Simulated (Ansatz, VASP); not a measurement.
**One calculation of PtSe, two programs**

```xyz
2
Lattice="0.0000 2.6440 2.6440 2.6440 0.0000 2.6440 2.6440 2.6440 0.0000" Properties=species:S:1:pos:R:3 pbc="T T T"
Pt    0.0000    0.0000    0.0000
Se    2.6440    2.6440    2.6440
```

Alike in both runs: task single point; functional PBE; k mesh 11 × 11 × 11; occupations fermi-dirac, width 0.03 eV; non-collinear spin, spin-orbit coupling.

|  | VASP | Ansatz |
| --- | --- | --- |
| version | VASP 6.6.1 | Ansatz 0.2.0 |
| potentials or method | VASP PAW PBE potentials, release 64 (Pt, Se), cutoff 520 eV | all-electron LAPW |

```tsv
	VASP	Ansatz	Ansatz less VASP
pressure (GPa)	0.3	0.3	-0.03
net moment per atom (μB)	0.00	0.00	0.000
```

Ansatz ran all-electron here, and VASP with PAW potentials.
